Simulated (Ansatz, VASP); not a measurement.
# SrO: VASP beside Ansatz

INCAR

```
SYSTEM = SrO
ALGO = Normal
EDIFF = 1E-6
ENCUT = 520
GGA = PE
ISIF = 2
ISMEAR = 0
LASPH = .True.
LCHARG = .True.
LELF = .True.
LREAL = .False.
LVHAR = .True.
LWAVE = .False.
NBANDS = 15
NELM = 100
PREC = Accurate
SIGMA = 0.02
```

Contents of KPOINTS:

```
k-points
0
Gamma
  8 8 8
  0 0 0
```

The input POSCAR:

```
SrO
1.0
    0.0000000000      2.5806959520      2.5806959520
    2.5806959520      0.0000000000      2.5806959520
    2.5806959520      2.5806959520      0.0000000000
Sr O
1 1
Direct
    0.0000000000      0.0000000000      0.0000000000
    0.5000000000      0.5000000000      0.5000000000
```

Input for Ansatz:

```yaml
crystal:
  lattice:
    - [0.0, 2.580695952, 2.580695952]
    - [2.580695952, 0.0, 2.580695952]
    - [2.580695952, 2.580695952, 0.0]
  atoms:
    - { symbol: Sr, position: [0.0, 0.0, 0.0] }
    - { symbol: O, position: [0.5, 0.5, 0.5] }
basis:
  ecutwfc: 420
kpoints:
  mp_grid: { grid: [8, 8, 8] }
hamiltonian:
  xc: pbe
scf:
  occupations: { method: gaussian, width: 0.02 }
output:
  forces: true
  stress: true
  eigenvalues: true
```

Alike in both runs: task single point; functional PBE; k mesh 8 × 8 × 8; occupations gaussian, width 0.02 eV; no spin polarisation.

|  | VASP | Ansatz |
| --- | --- | --- |
| version | VASP 6.6.1 | Ansatz 0.2.0 |
| potentials or method | VASP PAW PBE potentials, release 64 (Sr_sv, O), cutoff 520 eV | scalar-relativistic, plane waves, PAW |
| valence electrons in the cell | 16 | 16 |

|  | VASP | Ansatz | Ansatz less VASP |
| --- | --- | --- | --- |
| gap on the k mesh at the Fermi level (eV) | 3.27 | 3.32 | +0.047 |
| least direct gap on the mesh (eV) | 3.37 | 3.40 | +0.037 |
| pressure (GPa) | 2.3 | 1.7 | -0.55 |

With one functional, cell and mesh, what is left measures potentials, basis and numerics.
